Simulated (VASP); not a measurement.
# Hf2ScO2: relaxation of cell and atoms with PBE

Crystal: Hf2ScO2.

```
Hf Sc O
1.0
     3.18926    0.00000    0.00000
    -1.59463    2.76198    0.00000
     0.00000    0.00000   15.77576
Hf Sc O
4 2 4
Direct
  0.66667 0.33333 0.42256
  0.66667 0.33333 0.07744
  0.33333 0.66667 0.92256
  0.33333 0.66667 0.57744
  0.33333 0.66667 0.25000
  0.66667 0.33333 0.75000
  0.00000 0.00000 0.33528
  0.00000 0.00000 0.16472
  0.00000 0.00000 0.83528
  0.00000 0.00000 0.66472
```

* Program: VASP 6.6.1
* Task: relaxation of cell and atoms
* Functional: PBE
* Potentials or basis: VASP PAW PBE potentials, release 64 (Hf_pv, Sc_sv, O)
* Cutoff: 600 eV
* k mesh: 12 × 12 × 2
* Occupations: gaussian, width 0.1 eV
* Spin: no spin polarisation
* Dipole correction: no
* Further INCAR settings: ALGO = Normal; EDIFF = 1e-07; IBRION = 2; EDIFFG = -0.001; NSW = 80; ISIF = 3

```json
{
  "Relaxed volume": "13.83 Å³/atom",
  "Relaxed cell": "a = 3.186 Å, b = 3.186 Å, c = 15.735 Å, α = 90.00°, β = 90.00°, γ = 120.00°",
  "Space group after relaxing (to 0.1 Å)": "P6_3/mmc (No. 194)",
  "Energy gained by relaxing": "0.6 meV/atom",
  "Ionic steps": "11",
  "Pressure after relaxing": "0.0 GPa",
  "Band gap on the k mesh": "zero (bands 43 and 44 overlap by 1.47 eV)"
}
```

Step by step:
```
step  energy change (eV)  largest force (eV/Å)  pressure (GPa)  volume (Å³)
   1              0.0000                0.1564           -0.90       138.96
   2             -0.0020                0.0369            1.15       137.40
   3             -0.0042                0.0858            0.28       138.05
   4             -0.0056                0.0289            0.06       138.26
   5             -0.0058                0.0404           -0.03       138.35
   6             -0.0060                0.0040           -0.01       138.33
   7             -0.0060                0.0030           -0.01       138.33
   8             -0.0060                0.0012            0.01       138.32
   9             -0.0060                0.0003            0.01       138.31
  10             -0.0060                0.0002           -0.01       138.34
  11             -0.0060                0.0005           -0.01       138.33
```

Final structure:
```xyz
10
Lattice="3.1861 0.0000 0.0000 -1.5931 2.7593 0.0000 0.0000 0.0000 15.7346" Properties=species:S:1:pos:R:3 pbc="T T T"
Hf    1.5931    0.9198    6.6478
Hf    1.5931    0.9198    1.2195
Hf    0.0000    1.8395   14.5151
Hf    0.0000    1.8395    9.0868
Sc    0.0000    1.8395    3.9336
Sc    1.5931    0.9198   11.8009
O     0.0000    0.0000    5.2882
O     0.0000    0.0000    2.5791
O     0.0000    0.0000   13.1555
O     0.0000    0.0000   10.4463
```

Levels at points of the mesh, in eV from the Fermi level:
```tsv
k point	band 40	band 41	band 42	band 43	band 44	band 45	band 46	band 47
(0.00, 0.00, 0.00)	-1.01	0.31	0.43	0.78	0.80	0.80	1.10	1.14
(0.50, 0.00, 0.00)	-1.22	-1.08	-0.98	-0.94	-0.03	0.54	1.66	2.08
(0.00, 0.00, 0.50)	-1.38	0.43	0.43	0.89	0.89	0.89	0.89	0.92
(0.50, 0.00, 0.50)	-1.35	-1.08	-1.08	-0.57	-0.57	1.14	1.14	2.34
```

It took 61 min on 1 thread of Oxide Virtual Turin-like Processor, with other jobs on the host, peak memory 0.48 GiB.

Caveat: spin-orbit coupling is left out, which moves the levels of the heavy elements.
